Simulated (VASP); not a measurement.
A run of VASP 6.6.1 is set up as follows.

File INCAR:

```
SYSTEM = Lu
ALGO = Fast
EDIFF = 1E-6
EDIFFG = -0.01
ENCUT = 600
GGA = PE
IBRION = 2
ISIF = 4
ISMEAR = 0
LASPH = .TRUE.
LCHARG = .FALSE.
LREAL = .FALSE.
LWAVE = .FALSE.
NELM = 60
NSW = 50
PREC = Accurate
SIGMA = 0.1
```

Contents of KPOINTS:

```
k-points
0
G
  15 15 8
  0 0 0
```

POSCAR

```
Lu
1.0
    3.5758479777      0.0000000000      0.0000000000
   -1.7879239888      3.0967751887      0.0000000000
    0.0000000000      0.0000000000      5.5684439010
Lu
2
Direct
    0.3333333333      0.6666666667      0.2500000000
    0.6666666667      0.3333333333      0.7500000000
```

Potentials or basis: VASP PAW PBE potentials, release 64 (Lu).

Command:

```sh
$ cat potpaw_PBE.64/Lu/POTCAR > POTCAR
$ mpirun -np 1 vasp_std > vasp.out
```

Task: Predict the band gap on the k mesh.

Result: Zero (bands 25 and 26 overlap by 1.76 eV).

Final structure:
```yaml
crystal:
  lattice:
    - [3.57466, 0.00000, 0.00000]
    - [-1.78733, 3.09575, 0.00000]
    - [0.00000, 0.00000, 5.57215]
  atoms:
    - { symbol: Lu, position: [0.33333, 0.66667, 0.25000] }
    - { symbol: Lu, position: [0.66667, 0.33333, 0.75000] }
```

Caveat: spin-orbit coupling is left out, which moves the levels of the heavy elements.
